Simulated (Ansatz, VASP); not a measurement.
# One calculation of BaTiO3, two programs

The input INCAR:

```
SYSTEM = BaTiO3
PREC = Accurate
ENCUT = 520
EDIFF = 1E-6
ISMEAR = -1
SIGMA = 0.02
LREAL = .False.
LASPH = .True.
NELM = 80
ALGO = Normal
ISIF = 2
LWAVE = .False.
LCHARG = .False.
GGA = PE
NBANDS = 28
```

File KPOINTS:

```
Automatic mesh
0
Gamma
  6 6 6
  0 0 0
```

POSCAR

```
BaTiO3
1.0
    3.9341850722      0.0000000000      0.0000000000
    0.0000000000      3.9940965200      0.0000000000
    0.0000000000      0.0000000000      3.9940965200
Ba Ti O
1 1 3
Direct
    0.0000000000      0.0000000000      0.0000000000
    0.5000000000      0.5000000000      0.5000000000
    0.5000000000      0.5000000000      0.0000000000
    0.5000000000      0.0000000000      0.5000000000
    0.0000000000      0.5000000000      0.5000000000
```

Input for Ansatz:

```yaml
crystal:
  lattice:
    - [3.9341850722, 0.0, 0.0]
    - [0.0, 3.99409652, 0.0]
    - [0.0, 0.0, 3.99409652]
  atoms:
    - { symbol: Ba, position: [0.0, 0.0, 0.0] }
    - { symbol: Ti, position: [0.5, 0.5, 0.5] }
    - { symbol: O, position: [0.5, 0.5, 0.0] }
    - { symbol: O, position: [0.5, 0.0, 0.5] }
    - { symbol: O, position: [0.0, 0.5, 0.5] }
kpoints:
  mp_grid: { grid: [6, 6, 6] }
  band_path:
    path: [[0.0, 0.0, 0.0], [0.0, 0.5, 0.0], [0.5, 0.5, 0.0], [0.5, 0.5, 0.5]]
    npoints: 1
hamiltonian:
  xc: pbe
scf:
  occupations: { method: fermi_dirac, width: 0.02 }
  n_extra_bands: 5
output:
  forces: true
  stress: true
  eigenvalues: true
```

Change from the starting cell: uniaxial_x strain -1.5%.

Alike in both runs: task single point; functional PBE; k mesh 6 × 6 × 6; occupations fermi-dirac, width 0.02 eV; no spin polarisation.

|  | VASP | Ansatz |
| --- | --- | --- |
| version | VASP 6.6.1 | Ansatz 0.2.0 |
| potentials or method | VASP PAW PBE potentials, release 64 (Ba_sv, Ti_sv, O) | plane waves, PAW |
| plane-wave cutoff (eV) | 520 | 420 |
| valence electrons in the cell | 40 | 40 |

|  | VASP | Ansatz | Ansatz less VASP |
| --- | --- | --- | --- |
| gap on the k mesh at the Fermi level (eV) | 1.75 | 1.82 | +0.068 |
| pressure (GPa) | 8.0 | 6.0 | -1.93 |
| traceless stress, the component that is largest in VASP (GPa) | 2.23 | 2.16 | -0.071 |

The functional is the same, so the differences come from potentials, cutoffs and numerics.

Spin-orbit coupling is off throughout.
